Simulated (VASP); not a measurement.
# Zr (P-1) in VASP: further runs, part 2 of 2

VASP 6.6.1. Earlier steps stand in the parts before.

## Step 3: Single point, LDA (equal xy, yz and zx shear strains of +2 %)

INCAR reads:

```
  ALGO = Normal
  EDIFF = 1E-6
  ENCUT = 520
  GGA = CA
  ISIF = 2
  ISMEAR = -1
  LASPH = True
  LCHARG = False
  LREAL = False
  LWAVE = False
  NBANDS = 19
  NELM = 100
  PREC = Accurate
  SIGMA = 0.03
```

KPOINTS reads:

```
k-points
0
Gamma
  13 13 7
```

POSCAR reads:

```
Zr
1.0
    3.2319982225      0.0323199822      0.0323199822
   -1.5880091855      2.7828325745      0.0118299345
    0.0514700000      0.0514700000      5.1470000000
Zr
2
Direct
    0.3333333333      0.6666666667      0.2500000000
    0.6666666667      0.3333333333      0.7500000000
```

Potentials or basis: VASP PAW LDA potentials, release 64 (Zr_sv).

Launch:

```console
$ cat potpaw_LDA.64/Zr_sv/POTCAR > POTCAR
$ mpirun -np 1 vasp_std > vasp.out
```

OUTCAR:

```text
EDIFF = 1E-6
   ENCUT = 520
   GGA = CA
   ISIF = 2
   ISMEAR = -1
   LASPH = True
   LREAL = False
   NELM = 100
   PREC = Accurate

 ion  position               nearest neighbor table
   1  0.333  0.667  0.250-   2 3.15   2 3.15   2 3.16   2 3.18   2 3.21   2 3.23
   2  0.667  0.333  0.750-   1 3.15   1 3.15   1 3.16   1 3.18   1 3.21   1 3.23

  LATTYP: Found a triclinic cell.
 ALAT       =     3.2603271441
 B/A-ratio  =     0.9827452114
 C/A-ratio  =     1.5788337939
 COS(alpha) =     0.0074204947
 COS(beta)  =     0.0272158148
 COS(gamma) =     0.5000757388

  Lattice vectors:

 A1 = (   1.6439890370,   2.8151525567,   0.0441499167)
 A2 = (  -1.5880091855,   2.7828325745,   0.0118299345)
 A3 = (   0.0514700000,   0.0514700000,   5.1470000000)

Analysis of symmetry for initial positions (statically):
=====================================================================
 Subroutine PRICEL returns:
 Original cell was already a primitive cell.

 Routine SETGRP: Setting up the symmetry group for a
 triclinic supercell.

 Subroutine GETGRP returns: Found  2 space group operations
 (whereof  2 operations were pure point group operations)
 out of a pool of  2 trial point group operations.

The static configuration has the point symmetry S_2 .

Analysis of symmetry for dynamics (positions and initial velocities):
=====================================================================
 Subroutine PRICEL returns:
 Original cell was already a primitive cell.

 Routine SETGRP: Setting up the symmetry group for a
 triclinic supercell.

 Subroutine GETGRP returns: Found  2 space group operations
 (whereof  2 operations were pure point group operations)
 out of a pool of  2 trial point group operations.

The dynamic configuration has the point symmetry S_2 .

[... 109 lines left out ...]
   NELECT =      24.0000    total number of electrons
   NUPDOWN=      -1.0000    fix difference up-down
   EMIN   =  10.00;   EMAX   =-10.00  energy-range for DOS
   EFERMI =   0.00;   METHOD = LEGACY
   ISMEAR =    -1;   SIGMA  =   0.03  broadening in eV -4-tet -1-fermi 0-gaus
   EFERMI_NEDOS =   21; number of points for ismear=-14 and -15
   IALGO  =     38    algorithm
   IMIX   =      4    mixing-type and parameters
     AMIX     =   0.40;   BMIX     =  1.00
     AMIX_MAG =   1.60;   BMIX_MAG =  1.00
  volume/ion in A,a.u.               =      23.27       157.06
  Fermi-wavevector in a.u.,A,eV,Ry     =   1.312742  2.480723 23.446805  1.723292
  Thomas-Fermi vector in A             =   2.443113
   LORBIT       =      0    0 simple, 1 ext, 2 COOP (PROOUT), +10 PAW based schemes
   GGA     = CA    functional components
   LHFCALC =     F    Hartree Fock is set to
   AEXX    =    0.0000 exact exchange contribution
   IVDW    =     0    specifies the selected vdW correction
   LEPSILON=     F    determine dielectric tensor
   LRPA    =     F    only Hartree local field effects (RPA)
 non-spin polarized calculation
  energy-cutoff  :      520.00
  volume of cell :       46.55
 maximum number of plane-waves:      1274
   NGX = 13   NGY = 11   NGZ = 19

 number of electron      24.0000000 magnetization

 Free energy of the ion-electron system (eV)
  ---------------------------------------------------
  ext. energy  EPLUGINS =         0.00000000
  ---------------------------------------------------
  free energy    TOTEN  =       -18.52404564 eV

  energy without entropy =      -18.51716776  energy(sigma->0) =      -18.52060670

 E-fermi :   8.8070     XC(G=0): -11.2959

 val. band max:        8.8059638095   @ k =   0.0000  -0.1538   0.2857
 cond. band min:       8.8087732558   @ k =   0.0000  -0.0000   0.4286
 fundamental gap:      0.0028094463
 Fermi energy:         8.8069910631

 k-point     1 :       0.0000    0.0000    0.0000
  band No.  band energies     occupation
      1     -39.7638      2.00000
      2     -39.6040      2.00000
      3     -18.4452      2.00000
      4     -17.5671      2.00000
      5     -17.5441      2.00000
      6     -17.4317      2.00000
[... 505 lines left out ...]
      6     -17.7175      2.00000
[... 11 lines left out ...]
     18      13.1818      0.00000
     19      13.7262      0.00000

 [... further k-points ...]

------------------------ aborting loop because EDIFF is reached ----------------------------------------

  FORCE on cell =-STRESS in cart. coord.  units (eV):
  Direction    XX          YY          ZZ          XY          YZ          ZX
  --------------------------------------------------------------------------------------
  -------------------------------------------------------------------------------------
  Total       -1.8301444     -1.8067234     -1.6225261     -0.2156735     -0.0906570     -0.0927175
  in kB      -62.9938806    -62.1877241    -55.8476233     -7.4235178     -3.1204302     -3.1913503
  external PRESSURE =     -60.3430760 kB  Pullay stress =       0.0000000 kB

 VOLUME and BASIS-vectors are now :
 -----------------------------------------------------------------------------
  energy-cutoff  :      520.00
  volume of cell :       46.55
      direct lattice vectors                 reciprocal lattice vectors
     3.231998223  0.032319982  0.032319982     0.307698371  0.175607048 -0.004833054
    -1.588009186  2.782832574  0.011829935    -0.003538041  0.357342164 -0.003538041
     0.051470000  0.051470000  5.147000000    -0.001924024 -0.001924024  0.194326415

 POSITION                                       TOTAL-FORCE (eV/Angst)
 -----------------------------------------------------------------------------------
      0.03153      1.87886      1.30541        -0.029947      0.002280      0.002733
      1.66393      0.98776      3.88574         0.029947     -0.002280     -0.002733
 -----------------------------------------------------------------------------------
    total drift:                               -0.000000      0.000000     -0.000000

  FREE ENERGIE OF THE ION-ELECTRON SYSTEM (eV)
  ---------------------------------------------------
  free  energy   TOTEN  =       -18.5240456358 eV

  energy  without entropy=      -18.5171677633  energy(sigma->0) =      -18.52060670
```

Wall time 5.3 min (1 thread of AMD EPYC 7R13 (Zen 3), shared host); peak memory 0.45 GiB.

Results:

| Quantity | Value |
| --- | --- |
| Free energy | -18.5240 eV |
| Pressure | -6.0 GPa |
| Largest force | 0.030 eV/Å |
| Band gap on the k mesh | zero (bands 12 and 13 overlap by 1.23 eV) |

Forces on the atoms (eV/Å):
```
Zr  -0.030  0.002  0.003
Zr   0.030 -0.002 -0.003
```

Caveat: the cell differs from its parent crystal (equal xy, yz and zx shear strains of +2 %); the cell stands under tension.
